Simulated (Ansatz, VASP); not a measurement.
**Two plane-wave programs on MgO**

```
Mg O
1.0
     3.31087    0.00000    0.00000
    -1.65543    2.86730    0.00000
     0.00000    0.00000    4.48656
Mg O
2 2
Direct
  0.66667 0.33333 0.75000
  0.33333 0.66667 0.25000
  0.66667 0.33333 0.25000
  0.33333 0.66667 0.75000
```

Alike in both runs: task single point; functional PBEsol; k mesh 9 × 9 × 6; occupations gaussian, width 0.05 eV; no spin polarisation.

|  | VASP | Ansatz |
| --- | --- | --- |
| version | VASP 6.6.1 | Ansatz 0.2.0 |
| potentials or method | VASP PAW PBE potentials, release 64 (Mg, O), cutoff 520 eV | scalar-relativistic, plane waves, PAW |
| valence electrons in the cell | 16 | 32 |

|  | VASP | Ansatz | Ansatz less VASP |
| --- | --- | --- | --- |
| gap on the k mesh at the Fermi level (eV) | 3.37 | 3.38 | +0.008 |
| least direct gap on the mesh (eV) | 3.37 | 3.38 | +0.008 |
| pressure (GPa) | 8.9 | 9.1 | +0.19 |
| traceless stress, the component that is largest in VASP (GPa) | -14.91 | -14.63 | +0.274 |

VASP's potentials were made for PBE, not for PBEsol, and Ansatz warns of the same on its side. VASP's potentials hold 16 valence electrons a cell and Ansatz's 32, so a difference there can come from the potentials and not from the codes.
